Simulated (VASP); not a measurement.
Write the native input for VASP 6.6.1 that does the following.

```yaml
Task: single point
Functional: PBE
Dispersion: D3(BJ)
Potentials_or_basis: VASP PAW PBE potentials, release 64 (O, H, Ca_sv, Cl)
Cutoff: 520 eV
k_mesh: 1 × 1 × 1
Occupations: fermi-dirac, width 0.05 eV
Spin: no spin polarisation
Dipole_correction: no
Further_INCAR_settings: ALGO = Normal; EDIFF = 1e-06; NBANDS = 63
```

The structure of CaH16Cl2O8 lies in POSCAR:

```
CaH16Cl2O8
1.0
    6.9561890000      0.0000000000      0.0000000000
    0.0000000000      6.9561890000      0.0000000000
    0.0000000000      0.0000000000      6.9561890000
O H Ca Cl
8 16 1 2
Direct
    0.8903869633      0.8159640286      0.1858057623
    0.3821632793     -0.0580777779      0.3542025670
    0.3255086945      0.3214259992      0.7778397050
    0.4341313900      0.6005443498     -0.0203415980
    0.2797652565      0.8011858217      0.6770373835
    0.1236021620      0.5221537253      0.2508701244
   -0.0361261030      0.1148329926      0.6518799302
    0.8715979396      0.2609043544      1.0265966034
    0.8683777856      0.8201761050      0.0529744088
    0.9821182259      0.7072263275      0.2164834797
    0.3425151329     -0.0999397802      0.4813842752
    0.3916081061      0.0894599040      0.3809700973
    0.1896153195      0.2893682158      0.7847256594
    0.3783537221      0.3215841318      0.6503704830
    0.4955730789      0.6004293443      0.1073863864
    0.4222283207      0.4539554633     -0.0837815074
    0.1833475197      0.7065937973      0.6475672239
    0.3498467336      0.7223783023      0.7688980274
    0.2316642058      0.5522995422      0.1680374124
    0.0720078192      0.3976171435      0.2071680341
   -0.1073720107      0.1409392413      0.7733832419
    0.0638136773      0.0190621618      0.7033017648
    0.8656895320      0.3568189421      0.9100529040
    0.7348276477      0.2146721430      1.0371771095
    0.7227376944      0.9266568232      0.4563274517
    0.6251842783      0.2717004958      0.4403560628
    0.8546346282      0.6272400017      0.7234996059
```

The input as run:

INCAR

```
PREC     = Accurate       # precision mode
ENCUT    = 520            # plane-wave cutoff, eV
EDIFF    = 1E-6           # SCF threshold, eV
ISMEAR   = -1             # smearing method
SIGMA    = 0.05           # smearing width, eV
LREAL    = False          # projectors in reciprocal space
LASPH    = True           # aspherical terms in the spheres
NELM     = 120            # most SCF steps
ALGO     = Normal         # electronic algorithm
ISIF     = 2              # what is computed and relaxed
LWAVE    = False          # write WAVECAR
LCHARG   = True           # write CHGCAR
GGA      = PE             # functional
IVDW     = 12             # dispersion correction
LELF     = True           # ELF
LVHAR    = True         
NBANDS   = 63             # bands
GGA_COMPAT= False
```

KPOINTS

```
regular mesh
0
Gamma
  1 1 1
```

Potentials or basis: VASP PAW PBE potentials, release 64 (O, H, Ca_sv, Cl).

The run is started by

```sh
$ cat potpaw_PBE.64/O/POTCAR potpaw_PBE.64/H/POTCAR potpaw_PBE.64/Ca_sv/POTCAR potpaw_PBE.64/Cl/POTCAR > POTCAR
$ mpirun -np 1 vasp_gam > vasp.out
```

Results of the run:

```yaml
Pressure: -0.7 GPa
Largest_force: 2.684 eV/Å
Dispersion_energy_per_atom: -0.049 eV
```

Caveat: the k points lie up to 0.90 Å⁻¹ apart.

It took 99 s on 1 thread of Intel Xeon 8259CL (shared host), peak memory 0.41 GiB.
